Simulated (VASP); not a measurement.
# CaTl2Bi2 (P-3m1) in VASP: single point with r2SCAN

Aim: the single point of CaTl2Bi2 with r2SCAN.

All numbers are computed with VASP 6.6.1; they aren't measurements. Logs are shortened: lines on timing, memory, paths and dates and some standing lists are left out, and cuts for length are marked.

**1. The cell of the first run**

The structure is trigonal, space group P-3m1 (No. 164). Conventional cell: a = 5.130 Å, b = 5.130 Å, c = 8.309 Å, α = 90.00°, β = 90.00°, γ = 120.00°. Within 4.5 Å of Ca (site symmetry -3m) lie 6 Bi at 3.39 Å and 6 Tl at 4.28 Å. Tl (site symmetry 3m) has 4 Bi at 3.30 to 3.58 Å and 3 Tl at 3.65 Å and 3 Ca at 4.28 Å within 4.3 Å. Bi (site symmetry 3m) has 4 Tl at 3.30 to 3.58 Å and 3 Ca at 3.39 Å and 3 Bi at 4.42 Å within 4.5 Å.

**2. Single point, r2SCAN**

POSCAR

```
CaTl2Bi2
1.0
    5.1297845046      0.0000002887      0.0000000000
   -2.5648925023      4.4425235526      0.0000000000
    0.0000000000      0.0000000000      8.3091280000
Ca Tl Bi
1 2 2
Direct
    0.0000000000      0.0000000000      0.0000000000
    0.3333333333      0.6666666667      0.6284034135
    0.6666666667      0.3333333333      0.3715965865
    0.3333333333      0.6666666667      0.1976599272
    0.6666666667      0.3333333333      0.8023400728
```

INCAR.step1

```
SYSTEM = CaTl2Bi2
PREC     = Accurate       ! precision mode
ENCUT    = 520            ! plane-wave cutoff, eV
ISMEAR   = 1              ! smearing method
SIGMA    = 0.1776         ! smearing width, eV
LREAL    = .FALSE.        ! projectors in reciprocal space
LASPH    = .TRUE.         ! aspherical terms in the spheres
NELM     = 100            ! most SCF steps
NBANDS   = 41             ! bands
GGA      = PE             ! functional
ALGO     = Normal         ! electronic algorithm
EDIFF    = 1E-4           ! SCF threshold, eV
LWAVE    = .TRUE.         ! write WAVECAR
LCHARG   = .FALSE.        ! write CHGCAR
```

INCAR.step2

```
SYSTEM = CaTl2Bi2
PREC     = Accurate       ! precision mode
ENCUT    = 520            ! plane-wave cutoff, eV
EDIFF    = 1E-7           ! SCF threshold, eV
ISMEAR   = 1              ! smearing method
SIGMA    = 0.1776         ! smearing width, eV
LREAL    = .FALSE.        ! projectors in reciprocal space
LASPH    = .TRUE.         ! aspherical terms in the spheres
NELM     = 100            ! most SCF steps
ALGO     = Normal         ! electronic algorithm
ISIF     = 2              ! what is computed and relaxed
LWAVE    = .FALSE.        ! write WAVECAR
LCHARG   = .TRUE.         ! write CHGCAR
METAGGA  = R2SCAN         ! meta-GGA
LMIXTAU  = .TRUE.       
LELF     = .TRUE.         ! ELF
LVHAR    = .TRUE.       
NBANDS   = 41             ! bands
ISTART   = 1
```

KPOINTS

```
Automatic mesh
0
G
  6 6 4
  0 0 0
```

Potentials or basis: VASP PAW PBE potentials, release 64 (Ca_sv, Tl_d, Bi_d).

Command:

```
> cat potpaw_PBE.64/Ca_sv/POTCAR potpaw_PBE.64/Tl_d/POTCAR potpaw_PBE.64/Bi_d/POTCAR > POTCAR
> cp INCAR.step1 INCAR
> mpirun -np 1 vasp_std > vasp.out
> cp INCAR.step2 INCAR
> mpirun -np 1 vasp_std > vasp.out
```

OUTCAR:

```text
SYSTEM = CaTl2Bi2
   PREC = Accurate
   ENCUT = 520
   EDIFF = 1E-7
   ISMEAR = 1
   LREAL = .FALSE.
   LASPH = .TRUE.
   NELM = 100
   ISIF = 2
   METAGGA = R2SCAN
   ISTART = 1

 ion  position               nearest neighbor table
   1  0.000  0.000  0.000-   4 3.39   5 3.39   5 3.39   4 3.39   5 3.39   4 3.39
   2  0.333  0.667  0.628-   5 3.30   5 3.30   5 3.30   4 3.58   3 3.65   3 3.65   3 3.65
   3  0.667  0.333  0.372-   4 3.30   4 3.30   4 3.30   5 3.58   2 3.65   2 3.65   2 3.65
   4  0.333  0.667  0.198-   3 3.30   3 3.30   3 3.30   1 3.39   1 3.39   1 3.39   2 3.58
   5  0.667  0.333  0.802-   2 3.30   2 3.30   2 3.30   1 3.39   1 3.39   1 3.39   3 3.58

  LATTYP: Found a hexagonal cell.
 ALAT       =     5.1297845046
 C/A-ratio  =     1.6197811024

  Lattice vectors:

 A1 = (   5.1297845046,   0.0000002887,   0.0000000000)
 A2 = (  -2.5648925023,   4.4425235526,   0.0000000000)
 A3 = (   0.0000000000,   0.0000000000,   8.3091280000)

Analysis of symmetry for initial positions (statically):
=====================================================================
 Subroutine PRICEL returns:
 Original cell was already a primitive cell.

 Routine SETGRP: Setting up the symmetry group for a
 hexagonal supercell.

 Subroutine GETGRP returns: Found 12 space group operations
 (whereof 12 operations were pure point group operations)
 out of a pool of 24 trial point group operations.

The static configuration has the point symmetry D_3d.

Analysis of symmetry for dynamics (positions and initial velocities):
=====================================================================
 Subroutine PRICEL returns:
 Original cell was already a primitive cell.

 Routine SETGRP: Setting up the symmetry group for a
 hexagonal supercell.

 Subroutine GETGRP returns: Found 12 space group operations
 (whereof 12 operations were pure point group operations)
 out of a pool of 24 trial point group operations.

The dynamic configuration has the point symmetry D_3d.

 Subroutine INISYM returns: Found 12 space group operations
 (whereof 12 operations are pure point group operations),
 and found     1 'primitive' translations

----------------------------------------------------------------------------------------

                                     Primitive cell

  volume of cell :     189.3583

  direct lattice vectors                    reciprocal lattice vectors
     5.129784505  0.000000289  0.000000000     0.194939956  0.112548651  0.000000000
    -2.564892502  4.442523553  0.000000000    -0.000000013  0.225097280  0.000000000
     0.000000000  0.000000000  8.309128000     0.000000000  0.000000000  0.120349572

  length of vectors
     5.129784505  5.129784505  8.309128000     0.225097280  0.225097280  0.120349572

  position of ions in fractional coordinates (direct lattice)
     0.000000000  0.000000000  0.000000000
     0.333333333  0.666666667  0.628403414
     0.666666667  0.333333333  0.371596586
     0.333333333  0.666666667  0.197659927
     0.666666667  0.333333333  0.802340073

  ion indices of the primitive-cell ions
   primitive index   ion index
                 1           1
                 2           2
                 3           3
                 4           4
                 5           5

----------------------------------------------------------------------------------------

 KPOINTS: Automatic mesh

Automatic generation of k-mesh.
 Grid dimensions read from file:
 generate k-points for:    6    6    4

 Generating k-lattice:

  Cartesian coordinates                     Fractional coordinates (reciprocal lattice)
     0.032489993  0.018758108  0.000000000     0.166666667 -0.000000000  0.000000000
    -0.000000002  0.037516213  0.000000000     0.000000000  0.166666667  0.000000000
     0.000000000  0.000000000  0.030087393     0.000000000  0.000000000  0.250000000

  Length of vectors
     0.037516213  0.037516213  0.030087393

  Shift w.r.t. Gamma in fractional coordinates (k-lattice)
     0.000000000  0.000000000  0.000000000

 Subroutine IBZKPT returns following result:
 ===========================================

 Found     24 irreducible k-points:

 Following reciprocal coordinates:
            Coordinates               Weight
  0.000000  0.000000  0.000000      1.000000
  0.166667  0.000000  0.000000      6.000000
  0.333333  0.000000  0.000000      6.000000
  0.500000  0.000000  0.000000      3.000000
  0.166667  0.166667  0.000000      6.000000
  0.333333  0.166667  0.000000     12.000000
[... 16 lines left out ...]
  0.333333  0.166667  0.500000     12.000000
  0.333333  0.333333  0.500000      2.000000
   k-points           NKPTS =     24   k-points in BZ     NKDIM =     24   number of bands    NBANDS=     41
   number of dos      NEDOS =    301   number of ions     NIONS =      5
   total plane-waves  NPLWV = 102400
   dimension x,y,z NGX =    40 NGY =   40 NGZ =   64
   dimension x,y,z NGXF=    80 NGYF=   80 NGZF=  128
   ions per type =               1   2   2
   NGX,Y,Z   is equivalent  to a cutoff of  12.96, 12.96, 12.80 a.u.
   NGXF,Y,Z  is equivalent  to a cutoff of  25.93, 25.93, 25.61 a.u.
 SYSTEM =  CaTl2Bi2
   PREC   = accura    normal or accurate (medium, high low for compatibility)
   ISTART =      1    job   : 0-new  1-cont  2-samecut
   ICHARG =      0    charge: 1-file 2-atom 10-const
   ISPIN  =      1    spin polarized calculation?
   LNONCOLLINEAR =      F non collinear calculations
   LSORBIT =      F    spin-orbit coupling
   LASPH  =      T    aspherical Exc in radial PAW
   ENCUT  =  520.0 eV  38.22 Ry    6.18 a.u.   9.54  9.54 15.45*2*pi/ulx,y,z
   NELM   =    100;   NELMIN=  2; NELMDL=  0     # of ELM steps
   EDIFF  = 0.1E-06   stopping-criterion for ELM
   LREAL  =      F    real-space projection
   EDIFFG = 0.1E-05   stopping-criterion for IOM
   NSW    =      0    number of steps for IOM
   IBRION =     -1    ionic relax: 0-MD 1-quasi-New 2-CG
   NFREE  =      0    steps in history (QN), initial steepest desc. (CG)
   ISIF   =      2    stress and relaxation
   ISYM   =      2    0-nonsym 1-usesym 2-fastsym
   POTIM  = 0.5000    time-step for ionic-motion
   TEBEG  =    0.0;   TEEND  =   0.0 temperature during run
   PSTRESS=    0.0 pullay stress
   NELECT =      66.0000    total number of electrons
   NUPDOWN=      -1.0000    fix difference up-down
   EMIN   =  10.00;   EMAX   =-10.00  energy-range for DOS
   EFERMI =   0.00;   METHOD = LEGACY
   ISMEAR =     1;   SIGMA  =   0.18  broadening in eV -4-tet -1-fermi 0-gaus
   EFERMI_NEDOS =   21; number of points for ismear=-14 and -15
   IALGO  =     38    algorithm
   IMIX   =      4    mixing-type and parameters
     AMIX     =   0.40;   BMIX     =  1.00
     AMIX_MAG =   1.60;   BMIX_MAG =  1.00
  volume/ion in A,a.u.               =      37.87       255.57
  Fermi-wavevector in a.u.,A,eV,Ry     =   1.152112  2.177176 18.059857  1.327362
  Thomas-Fermi vector in A             =   2.288765
   LORBIT       =      0    0 simple, 1 ext, 2 COOP (PROOUT), +10 PAW based schemes
   METAGGA = R2SCAN    functional components
   LHFCALC =     F    Hartree Fock is set to
   AEXX    =    0.0000 exact exchange contribution
   IVDW    =     0    specifies the selected vdW correction
   LEPSILON=     F    determine dielectric tensor
   LRPA    =     F    only Hartree local field effects (RPA)
 non-spin polarized calculation
 Methfessel and Paxton  Order N= 1 SIGMA  =   0.18
  energy-cutoff  :      520.00
  volume of cell :      189.36
 maximum number of plane-waves:      5179
 NGX is ok and might be reduce to    40
   NGX = 19   NGY = 19   NGZ = 31

 number of electron      66.0000014 magnetization

 Free energy of the ion-electron system (eV)
  ---------------------------------------------------
  ext. energy  EPLUGINS =         0.00000000
  ---------------------------------------------------
  free energy    TOTEN  =      -231.72785904 eV

  energy without entropy =     -231.73360216  energy(sigma->0) =     -231.72977342

 E-fermi :   3.9077     XC(G=0):  -9.2644

 val. band max:        3.8092504734   @ k =  -0.0000   0.1667   0.2500
 cond. band min:       3.9428372637   @ k =   0.0000   0.0000   0.0000
 fundamental gap:      0.1335867903
 Fermi energy:         3.9077441559

 k-point     1 :       0.0000    0.0000    0.0000
  band No.  band energies     occupation
      1     -39.4981      2.00000
      2     -19.6406      2.00000
      3     -19.6095      2.00000
      4     -19.6095      2.00000
      5     -18.7744      2.00000
      6     -18.7731      2.00000
[... 33 lines left out ...]
     40       7.1599     -0.00000
     41       7.1599     -0.00000

 k-point     2 :       0.1667    0.0000    0.0000
  band No.  band energies     occupation
      1     -39.4980      2.00000
      2     -19.6412      2.00000
      3     -19.6095      2.00000
      4     -19.6082      2.00000
      5     -18.7742      2.00000
      6     -18.7736      2.00000
[... 33 lines left out ...]
     40       7.2870     -0.00000
     41       7.9244      0.00000

 k-point     3 :       0.3333    0.0000    0.0000
  band No.  band energies     occupation
      1     -39.4980      2.00000
      2     -19.6426      2.00000
      3     -19.6095      2.00000
      4     -19.6055      2.00000
      5     -18.7744      2.00000
      6     -18.7735      2.00000
[... 33 lines left out ...]
     40       7.5907      0.00000
     41       8.1587      0.00000

 k-point     4 :       0.5000    0.0000    0.0000
  band No.  band energies     occupation
      1     -39.4979      2.00000
      2     -19.6432      2.00000
      3     -19.6095      2.00000
      4     -19.6042      2.00000
      5     -18.7748      2.00000
      6     -18.7733      2.00000
[... 825 lines left out ...]
     40       7.5954      0.00000
     41       7.9103      0.00000

 k-point    23 :       0.3333    0.1667    0.5000
  band No.  band energies     occupation
      1     -39.4979      2.00000
      2     -19.6432      2.00000
      3     -19.6086      2.00000
      4     -19.6051      2.00000
      5     -18.7745      2.00000
      6     -18.7739      2.00000
[... 33 lines left out ...]
     40       7.7057      0.00000
     41       8.5416      0.00000

 k-point    24 :       0.3333    0.3333    0.5000
  band No.  band energies     occupation
      1     -39.4979      2.00000
      2     -19.6435      2.00000
      3     -19.6066      2.00000
      4     -19.6066      2.00000
      5     -18.7743      2.00000
      6     -18.7743      2.00000
[... 33 lines left out ...]
     40       7.4777      0.00000
     41       8.5090      0.00000

------------------------ aborting loop because EDIFF is reached ----------------------------------------

  FORCE on cell =-STRESS in cart. coord.  units (eV):
  Direction    XX          YY          ZZ          XY          YZ          ZX
  --------------------------------------------------------------------------------------
  -------------------------------------------------------------------------------------
  Total       -1.8909731     -1.8909731     -3.1903594     -0.0000000      0.0000000     -0.0000000
  in kB      -15.9996912    -15.9996912    -26.9939146     -0.0000000      0.0000000     -0.0000000
  external PRESSURE =     -19.6644323 kB  Pullay stress =       0.0000000 kB

 VOLUME and BASIS-vectors are now :
 -----------------------------------------------------------------------------
  energy-cutoff  :      520.00
  volume of cell :      189.36
      direct lattice vectors                 reciprocal lattice vectors
     5.129784505  0.000000289  0.000000000     0.194939956  0.112548651  0.000000000
    -2.564892502  4.442523553  0.000000000    -0.000000013  0.225097280  0.000000000
     0.000000000  0.000000000  8.309128000     0.000000000  0.000000000  0.120349572

 POSITION                                       TOTAL-FORCE (eV/Angst)
 -----------------------------------------------------------------------------------
      0.00000      0.00000      0.00000        -0.000000      0.000000      0.000000
     -0.00000      2.96168      5.22148        -0.000000     -0.000000      0.026843
      2.56489      1.48084      3.08764         0.000000      0.000000     -0.026843
     -0.00000      2.96168      1.64238        -0.000000     -0.000000     -0.006474
      2.56489      1.48084      6.66675        -0.000000     -0.000000      0.006474
 -----------------------------------------------------------------------------------
    total drift:                                0.000000     -0.000000     -0.000000

  FREE ENERGIE OF THE ION-ELECTRON SYSTEM (eV)
  ---------------------------------------------------
  free  energy   TOTEN  =      -231.7278590441 eV

  energy  without entropy=     -231.7336021576  energy(sigma->0) =     -231.72977342
```

It took 16 min on 1 thread of AMD EPYC 7R43 (Zen 3), shared host; peak memory 0.43 GiB.

Results:

| Quantity | Value |
| --- | --- |
| Free energy | -231.7279 eV |
| Pressure | -2.0 GPa |
| Largest force | 0.027 eV/Å |
| Band gap on the k mesh | zero (bands 33 and 34 overlap by 1.29 eV) |

Forces in eV/Å, atoms in the order of the input:
```
Ca   0.000  0.000  0.000
Tl   0.000  0.000  0.027
Tl   0.000  0.000 -0.027
Bi   0.000  0.000 -0.006
Bi   0.000  0.000  0.006
```

Caveat: the PAW data sets were made with another functional, which shifts forces and pressure a little; spin-orbit coupling is left out, which moves the levels of the heavy elements.
